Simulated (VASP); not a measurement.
# WC (P-6m2) in VASP: further runs, part 2 of 2

VASP 6.6.1. The steps go on from the part before.

### 5 Single point, PBEsol, non-collinear spin, zero start, spin-orbit coupling

This run uses another cell than the first one, of 10.38 Å³/atom.

INCAR reads:

```
SYSTEM = WC
  ALGO = Normal
  EDIFF = 1E-6
  ENCUT = 1300
  GGA = PS
  GGA_COMPAT = .FALSE.
  ISIF = 2
  ISMEAR = 0
  LASPH = .TRUE.
  LCHARG = .FALSE.
  LMAXMIX = 4
  LNONCOLLINEAR = .TRUE.
  LORBIT = 11
  LORBMOM = .TRUE.
  LREAL = .FALSE.
  LSORBIT = .TRUE.
  LWAVE = .FALSE.
  MAGMOM = 0 0 0 0 0 0
  NBANDS = 30
  NELM = 200
  PREC = Accurate
  SIGMA = 0.05
```

KPOINTS reads:

```
k-points
0
G
  9 9 8
  0 0 0
```

POSCAR reads:

```
WC
1.0
    2.9065000000      0.0000000000      0.0000000000
   -1.4532500000      2.5171028361      0.0000000000
    0.0000000000      0.0000000000      2.8366000000
W C
1 1
Direct
    0.0000000000      0.0000000000      0.0000000000
    0.6666666667      0.3333333333      0.5000000000
```

Potentials or basis: VASP PAW PBE potentials, release 64 (W_sv, C_h).

Started as:

```bash
$ cat potpaw_PBE.64/W_sv/POTCAR potpaw_PBE.64/C_h/POTCAR > POTCAR
$ mpirun -np 1 vasp_ncl > vasp.out
```

OUTCAR:

```text
SYSTEM = WC
   EDIFF = 1E-6
   ENCUT = 1300
   GGA = PS
   ISIF = 2
   ISMEAR = 0
   LASPH = .TRUE.
   LNONCOLLINEAR = .TRUE.
   LORBIT = 11
   LREAL = .FALSE.
   LSORBIT = .TRUE.
   NELM = 200
   PREC = Accurate

 ion  position               nearest neighbor table
   1  0.000  0.000  0.000-   2 2.20   2 2.20   2 2.20   2 2.20   2 2.20   2 2.20
   2  0.667  0.333  0.500-   1 2.20   1 2.20   1 2.20   1 2.20   1 2.20   1 2.20

  LATTYP: Found a hexagonal cell.
 ALAT       =     2.9065000000
 C/A-ratio  =     0.9759504559

  Lattice vectors:

 A1 = (   2.9065000000,   0.0000000000,   0.0000000000)
 A2 = (  -1.4532500000,   2.5171028361,   0.0000000000)
 A3 = (   0.0000000000,   0.0000000000,   2.8366000000)
[... 1086 lines left out ...]
 l=   3
     0.0000000     0.0000000     0.0000000     0.0000000     0.0000000     0.0000000     0.0000000
     0.0000000     0.0000000     0.0000000     0.0000000     0.0000000     0.0000000     0.0000000
     0.0000000     0.0000000     0.0000000     0.0000000     0.0000000     0.0000000     0.0000000
     0.0000000     0.0000000     0.0000000     0.0000000     0.0000000     0.0000000     0.0000000
     0.0000000     0.0000000     0.0000000     0.0000000     0.0000000     0.0000000     0.0000000
     0.0000000     0.0000000     0.0000000     0.0000000     0.0000000     0.0000000     0.0000000
     0.0000000     0.0000000     0.0000000     0.0000000     0.0000000     0.0000000     0.0000000

 total charge

# of ion       s       p       d       tot
------------------------------------------
    1        2.350   6.432   3.431  12.213
    2        0.464   0.926   0.000   1.390
--------------------------------------------------
tot          2.815   7.358   3.431  13.603

 magnetization (x)

# of ion       s       p       d       tot
------------------------------------------
    1       -0.000  -0.000   0.000  -0.000
    2        0.000  -0.000   0.000   0.000
--------------------------------------------------
tot         -0.000  -0.000   0.000  -0.000

 magnetization (y)

# of ion       s       p       d       tot
------------------------------------------
    1        0.000  -0.000  -0.000  -0.000
    2        0.000   0.000   0.000   0.000
--------------------------------------------------
tot          0.000  -0.000  -0.000  -0.000

 magnetization (z)

# of ion       s       p       d       tot
------------------------------------------
    1        0.000   0.000   0.000   0.000
    2        0.000  -0.000   0.000  -0.000
--------------------------------------------------
tot          0.000  -0.000   0.000  -0.000
```

OSZICAR:

```text
N       E                     dE             d eps       ncg     rms          rms(c)
DAV:   1     0.248769640424E+03    0.24877E+03   -0.16046E+04  5700   0.263E+03
DAV:   2    -0.934054285972E+01   -0.25811E+03   -0.24718E+03  5940   0.648E+02
DAV:   3    -0.270773110033E+02   -0.17737E+02   -0.17095E+02  6760   0.139E+02
DAV:   4    -0.275522612270E+02   -0.47495E+00   -0.47305E+00  6318   0.217E+01
DAV:   5    -0.275558490127E+02   -0.35878E-02   -0.35876E-02  6376   0.217E+00    0.331E+01
DAV:   6    -0.247369335366E+02    0.28189E+01   -0.48771E+00  7270   0.268E+01    0.882E+00
DAV:   7    -0.246938840492E+02    0.43049E-01   -0.56035E-01  5862   0.631E+00    0.638E+00
DAV:   8    -0.246609470536E+02    0.32937E-01   -0.83921E-02  6284   0.252E+00    0.152E+00
DAV:   9    -0.246592442234E+02    0.17028E-02   -0.26039E-03  6228   0.479E-01    0.361E-01
DAV:  10    -0.246590569169E+02    0.18731E-03   -0.11481E-03  6452   0.275E-01    0.122E-01
DAV:  11    -0.246589935677E+02    0.63349E-04   -0.13190E-04  6284   0.152E-01    0.272E-02
DAV:  12    -0.246589927158E+02    0.85186E-06   -0.65305E-06  6338   0.290E-02
   1 F= -.24658993E+02 E0= -.24658683E+02  d E =-.620149E-03  mag=    -0.0000     0.0000    -0.0000
```

Wall time 3.8 min (1 thread of AMD EPYC 9R45 (Zen 5), shared host); peak memory 0.56 GiB.

What came out:

* Free energy: -24.6590 eV
* Pressure: -1.8 GPa
* Net moment: 0.00 μB per cell
* Valence electrons inside the program's atomic spheres: W 12.21; C 1.39

Moments on the atoms (μB; x, y, z):
```
W   0.00 0.00 0.00
C   0.00 0.00 0.00
```

Caveat: the PAW data sets were made with another functional, which shifts forces and pressure a little.

### 6 Single point, PBE0

This run uses another cell than the first one, of 11.00 Å³/atom.

POSCAR reads:

```
WC
1.0
    2.9635046684      0.0000000000      0.0000000000
   -1.4817523342      2.5664703270      0.0000000000
    0.0000000000      0.0000000000      2.8922337321
W C
1 1
Direct
    0.0000000000      0.0000000000      0.0000000000
    0.6666666667      0.3333333333      0.5000000000
```

INCAR.step1 reads:

```
PREC = Accurate ; ENCUT = 520
EDIFF = 1E-5 ; ISMEAR = -1
SIGMA = 0.05 ; LREAL = F
LASPH = T ; NELM = 80
ALGO = Normal ; ISIF = 2
LWAVE = T ; LCHARG = F
GGA = PE ; NBANDS = 16
```

INCAR.step2 reads:

```
PREC = Accurate ; ENCUT = 520
EDIFF = 1E-6 ; ISMEAR = -1
SIGMA = 0.05 ; LREAL = F
LASPH = T ; NELM = 80
ALGO = Normal ; ISIF = 2
LWAVE = F ; LCHARG = F
GGA = PE ; LHFCALC = T
AEXX = 0.25 ; PRECFOCK = Normal
ISTART = 1 ; NBANDS = 16
```

KPOINTS reads:

```
regular mesh
0
Gamma
  6 6 6
```

Potentials or basis: VASP PAW PBE potentials, release 64 (W_sv, C).

Started as:

```bash
$ cat potpaw_PBE.64/W_sv/POTCAR potpaw_PBE.64/C/POTCAR > POTCAR
$ cp INCAR.step1 INCAR
$ mpirun -np 1 vasp_std > vasp.out
$ cp INCAR.step2 INCAR
$ mpirun -np 1 vasp_std > vasp.out
```

Run time: 42 min. Hardware: 1 thread of Intel Xeon Platinum 8375C at 2.90GHz (Ice Lake), shared host; peak memory 0.16 GiB.

It converged, with:

| Property | Result |
| --- | --- |
| Free energy | -27.5772 eV |
| Pressure | -24.8 GPa |
| Band gap on the k mesh | zero (bands 9 and 10 overlap by 2.07 eV) |

Stress tensor (GPa, compression positive):
```
-22.61   0.00   0.00
  0.00 -22.61   0.00
  0.00   0.00 -29.12
```

Levels at points of the mesh, in eV from the Fermi level:
```
           k point  band 7  band 8  band 9  band 10  band 11  band 12
(0.00, 0.00, 0.00)   -4.28   -4.28   -0.62     3.71     3.71     6.33
(0.50, 0.00, 0.00)   -4.55   -4.50   -1.26     2.80     5.01     5.41
(0.00, 0.00, 0.50)   -2.84   -2.84   -1.03    -1.03     4.13     5.24
(0.50, 0.00, 0.50)   -5.40   -5.33   -0.75     4.88     5.71     7.11
```

Caveat: the k points lie up to 0.41 Å⁻¹ apart, too coarse for converged energies and pressures of a metal; the PAW data sets were made with another functional, which shifts forces and pressure a little; spin-orbit coupling is left out, which moves the levels of the heavy elements.

### 7 The runs side by side

```tsv
level	potentials or basis	spin	cell	k mesh	cutoff (eV)	smearing	grid for exact exchange (PRECFOCK)	share of exact exchange	gap on the mesh (eV)	pressure (GPa)	moment (μB)
LDA	VASP PAW LDA potentials, release 64 (W_sv, C_h)	off	a = 2.887, b = 2.887, c = 2.818 Å, angles 90.0, 90.0, 120.0°, 2 atoms	10 × 10 × 9	1300	fermi-dirac 0.05 eV	-	-	none	0.9	-
PBE	VASP PAW PBE potentials, release 64 (W_sv, C_h)	non-collinear, zero start, SOC	a = 2.906, b = 2.907, c = 2.837 Å, angles 90.0, 90.0, 120.0°, 2 atoms	10 × 10 × 9	1300	fermi-dirac 0.05 eV	-	-	-	7.4	0.00
PBE	VASP PAW PBE potentials, release 64 (W_sv, C_h)	off	a = 2.906, b = 2.907, c = 2.837 Å, angles 90.0, 90.0, 120.0°, 2 atoms	10 × 10 × 9	1300	gaussian 0.05 eV	-	-	none	6.7	-
PBEsol	VASP PAW PBE potentials, release 64 (W_sv, C_h)	non-collinear, zero start, SOC	a = 2.906, b = 2.907, c = 2.837 Å, angles 90.0, 90.0, 120.0°, 2 atoms	9 × 9 × 8	1300	gaussian 0.05 eV	-	-	-	-1.8	0.00
PBE0	VASP PAW PBE potentials, release 64 (W_sv, C)	off	a = 2.964, b = 2.964, c = 2.892 Å, angles 90.0, 90.0, 120.0°, 2 atoms	6 × 6 × 6	520	fermi-dirac 0.05 eV	Normal	0.25	none	-24.8	-
```

Alike in all rows: task single point.

Caveats: some runs use coarse meshes; spin-orbit coupling is left out, which moves the levels of the heavy elements (at least some runs); the cell stands under pressure (at least some runs); the PAW data sets were made with another functional, which shifts forces and pressure a little (at least some runs).

Absolute energies hang on the potentials; compare differences alone.
